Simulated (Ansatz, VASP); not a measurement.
# One calculation of Pb, two programs

```
Pb
1.0
     3.34131    0.00000    0.00000
    -1.67066    2.89366    0.00000
     0.00000    0.00000    6.32246
Pb
2
Direct
  0.33333 0.66667 0.25000
  0.66667 0.33333 0.75000
```

Alike in both runs: task relaxation of cell and atoms; functional PBEsol; k mesh 12 × 12 × 8; occupations gaussian, width 0.1 eV; no spin polarisation.

|  | VASP | Ansatz |
| --- | --- | --- |
| version | VASP 6.6.1 | Ansatz 0.2.0 |
| potentials or method | VASP PAW PBE potentials, release 64 (Pb_d), cutoff 600 eV | scalar-relativistic, plane waves, PAW |
| valence electrons in the cell | 28 | 28 |

VASP gave:

- gap on the k mesh at the Fermi level, each at its own relaxed structure (eV): none
- relaxed volume (Å³/atom): 29.89
- relaxed cell length with the largest relative difference (Å): 5.778

Q: What did Ansatz give for the same quantities?

A: gap on the k mesh at the Fermi level, each at its own relaxed structure (eV): none; relaxed volume (Å³/atom): 29.89; relaxed cell length with the largest relative difference (Å): 5.780.

VASP's potentials were made for PBE, not for PBEsol. A gap of «none» marks a metal or a gap that the smearing closes.

Neither program's run includes spin-orbit coupling.
